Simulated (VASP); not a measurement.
## From an Ansatz input to VASP: BaHfO₃ (strained cubic perovskite)

Ansatz input

```yaml
crystal:
  lattice:
    - [4.1352881831, 0.0, 0.0]
    - [0.0, 4.1352881831, 0.0]
    - [0.0, 0.0, 4.1352881831]
  atoms:
    - { symbol: Ba, position: [0.0, 0.0, 0.0] }
    - { symbol: Hf, position: [0.5, 0.5, 0.5] }
    - { symbol: O, position: [0.5, 0.5, 0.0] }
    - { symbol: O, position: [0.5, 0.0, 0.5] }
    - { symbol: O, position: [0.0, 0.5, 0.5] }
kpoints:
  mp_grid: { grid: [6, 6, 6] }
  band_path:
    path: [[0.0, 0.0, 0.0], [0.0, 0.5, 0.0], [0.5, 0.5, 0.0], [0.5, 0.5, 0.5]]
    npoints: 1
hamiltonian:
  xc: pbe
scf:
  occupations: { method: fermi_dirac, width: 0.02 }
  n_extra_bands: 5
output:
  forces: true
  stress: true
  eigenvalues: true
```

Q: Translate this input to VASP.

A: 

INCAR

```
NELM = 120
NBANDS = 27
ISIF = 2
LCHARG = .TRUE.
LELF = .TRUE.
LASPH = .TRUE.
SIGMA = 0.02
ISMEAR = -1
IBRION = -1
LWAVE = .FALSE.
EDIFF = 1E-7
NSW = 0
ENCUT = 520
PREC = Accurate
LREAL = .FALSE.
GGA = PE
```

KPOINTS

```
KPOINTS created by Atomic Simulation Environment
0
Gamma
6 6 6
0 0 0
```

KPOINTS_OPT

```
special points
4
Reciprocal
0.0000000000 0.0000000000 0.0000000000 1
0.0000000000 0.5000000000 0.0000000000 1
0.5000000000 0.5000000000 0.0000000000 1
0.5000000000 0.5000000000 0.5000000000 1
```

POSCAR

```
Ba Hf O
 1.0000000000000000
     4.1352881831000001    0.0000000000000000    0.0000000000000000
     0.0000000000000000    4.1352881831000001    0.0000000000000000
     0.0000000000000000    0.0000000000000000    4.1352881831000001
 Ba  Hf  O
   1   1   3
Cartesian
  0.0000000000000000  0.0000000000000000  0.0000000000000000
  2.0676440915499996  2.0676440915499996  2.0676440915499996
  2.0676440915499996  2.0676440915499996  0.0000000000000000
  2.0676440915499996  0.0000000000000000  2.0676440915499996
  0.0000000000000000  2.0676440915499996  2.0676440915499996
```

VASP ran with the recommended PBE PAW datasets (38 valence electrons in the cell). Other inputs would serve too.

```json
{"": "gap between bands v and c", "Ansatz": "3.73 eV", "VASP": "3.63 eV"}
{"": "least direct gap", "Ansatz": "3.78 eV", "VASP": "3.82 eV"}
{"": "pressure", "Ansatz": "8.9 GPa", "VASP": "8.4 GPa"}
```

Each program uses its own PAW datasets. VASP's cell holds 38 valence electrons and Ansatz's 54. Ansatz's stress includes a Pulay correction; VASP's doesn't.

VASP's potentials hold 38 valence electrons a cell and Ansatz's 54, so a difference between the two programs can come from the potentials and not from the codes.
